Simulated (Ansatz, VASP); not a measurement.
# Two plane-wave programs on Hf5Te

Contents of INCAR:

```
SYSTEM = Hf5Te
PREC = Accurate
ENCUT = 600
EDIFF = 1E-7
ISMEAR = 0
SIGMA = 0.1
LREAL = .FALSE.
LASPH = .TRUE.
NELM = 80
ALGO = Normal
ISIF = 3
LWAVE = .FALSE.
LCHARG = .FALSE.
GGA = PE
IBRION = 2
NSW = 90
EDIFFG = -0.04
```

KPOINTS

```
Automatic mesh
0
G
  3 3 4
  0 0 0
```

POSCAR

```
Hf5Te
1.0
    5.8847126300      0.0000000000      0.0000000000
   -2.9423563100      5.0963106300      0.0000000000
    0.0000000000      0.0000000000      4.6510411700
Hf Te
5 1
Direct
    0.5000000000      0.0000000000      0.5000000000
    0.5000000000      0.5000000000      0.5000000000
    0.0000000000      0.5000000000      0.5000000000
    0.3333333300      0.6666666700      0.0000000000
    0.6666666700      0.3333333300      0.0000000000
    0.0000000000      0.0000000000      0.0000000000
```

Input for Ansatz:

```yaml
crystal:
  lattice:
    - [5.88471263, 0.0, 0.0]
    - [-2.94235631, 5.09631063, 0.0]
    - [0.0, 0.0, 4.65104117]
  atoms:
    - { symbol: Hf, position: [0.5, 0.0, 0.5] }
    - { symbol: Hf, position: [0.5, 0.5, 0.5] }
    - { symbol: Hf, position: [0.0, 0.5, 0.5] }
    - { symbol: Hf, position: [0.33333333, 0.66666667, 0.0] }
    - { symbol: Hf, position: [0.66666667, 0.33333333, 0.0] }
    - { symbol: Te, position: [0.0, 0.0, 0.0] }
basis:
  ecutwfc: 420
kpoints:
  mp_grid: { grid: [3, 3, 4] }
hamiltonian:
  xc: pbe
scf:
  occupations: { method: gaussian, width: 0.1 }
  lower_state_search: "off"
output:
  forces: true
  stress: true
  eigenvalues: true
relax:
  adjacent_minimum: "off"
  f_tol: 0.04
  max_steps: 70
  cell: { stress_tol: 0.4 }
```

Change from the starting cell: species swapped into the CaZn5 type (P6/mmm, No. 191).

Alike in both runs: task relaxation of cell and atoms; functional PBE; k mesh 3 × 3 × 4; occupations gaussian, width 0.1 eV; no spin polarisation.

|  | VASP | Ansatz |
| --- | --- | --- |
| version | VASP 6.6.1 | Ansatz 0.2.0 |
| potentials or method | VASP PAW PBE potentials, release 64 (Hf_pv, Te), cutoff 600 eV | scalar-relativistic, plane waves, PAW |
| valence electrons in the cell | 56 | 146 |

Ansatz gave:

```
gap on the k mesh at the Fermi level, each at its own relaxed structure (eV) : none
relaxed volume (Å³/atom)                                                     : 25.35
relaxed cell length with the largest relative difference (Å)                 : 4.831
```

Estimate VASP's values.

gap on the k mesh at the Fermi level, each at its own relaxed structure (eV): none; relaxed volume (Å³/atom): 25.17; relaxed cell length with the largest relative difference (Å): 4.803.

A gap of «none» marks a metal or a gap that the smearing closes. VASP's potentials hold 56 valence electrons a cell and Ansatz's 146, so a difference there can come from the potentials and not from the codes.

The k mesh is coarse, so the values compare programs but aren't converged. Spin-orbit coupling is off throughout.
